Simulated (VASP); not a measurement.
Set up this calculation in VASP 6.6.1, as the native input.

```
Task                   : relaxation of cell and atoms
Functional             : PBE
Potentials or basis    : VASP PAW PBE potentials, release 64 (Al, Ga_d, N)
Cutoff                 : 600 eV
k mesh                 : 18 × 18 × 8
Occupations            : gaussian, width 0.1 eV
Spin                   : no spin polarisation
Dipole correction      : no
Further INCAR settings : ALGO = Normal; EDIFF = 1e-06; IBRION = 2; EDIFFG = -0.01; NSW = 100; ISIF = 3
```

The structure of AlGaN lies in POSCAR:

```
AlGaN
1.0
    3.1854624584      0.0000000000      0.0000000000
   -1.5927312292      2.7586914117      0.0000000000
    0.0000000000      0.0000000000      6.3847856303
Al Ga N
1 1 1
Direct
    0.0000000000      0.0000000000      0.5000000000
    0.3333333333      0.6666666667      0.0000000000
    0.6666666667      0.3333333333      0.0000000000
```

The cell was generated, and may not be a known phase.

One way to write it, as run:

INCAR

```
SYSTEM = AlGaN
ALGO = Normal ; EDIFF = 1E-6
EDIFFG = -0.01 ; ENCUT = 600
GGA = PE ; IBRION = 2
ISIF = 3 ; ISMEAR = 0
LASPH = .TRUE. ; LCHARG = .FALSE.
LREAL = .FALSE. ; LWAVE = .FALSE.
NELM = 60 ; NSW = 100
PREC = Accurate ; SIGMA = 0.1
```

KPOINTS

```
k-points
0
G
  18 18 8
  0 0 0
```

Potentials or basis: VASP PAW PBE potentials, release 64 (Al, Ga_d, N).

Launch:

```console
$ cat potpaw_PBE.64/Al/POTCAR potpaw_PBE.64/Ga_d/POTCAR potpaw_PBE.64/N/POTCAR > POTCAR
$ mpirun -np 1 vasp_std > vasp.out
```

Results of the run:

* Relaxed volume: 18.66 Å³/atom
* Relaxed cell: a = 3.182 Å, b = 3.182 Å, c = 6.383 Å, α = 90.00°, β = 90.00°, γ = 120.00°
* Space group after relaxing (to 0.1 Å): P-6m2 (No. 187)
* Energy gained by relaxing: 0.0 meV/atom
* Ionic steps: 3
* Pressure after relaxing: 0.0 GPa
* Band gap on the k mesh: zero (an odd number of electrons rules out a gap without spin polarisation)

Run time: 4.5 min on 1 thread of AMD EPYC 7R13 Processor (Zen 3), with other jobs on the host, peak memory 0.34 GiB.
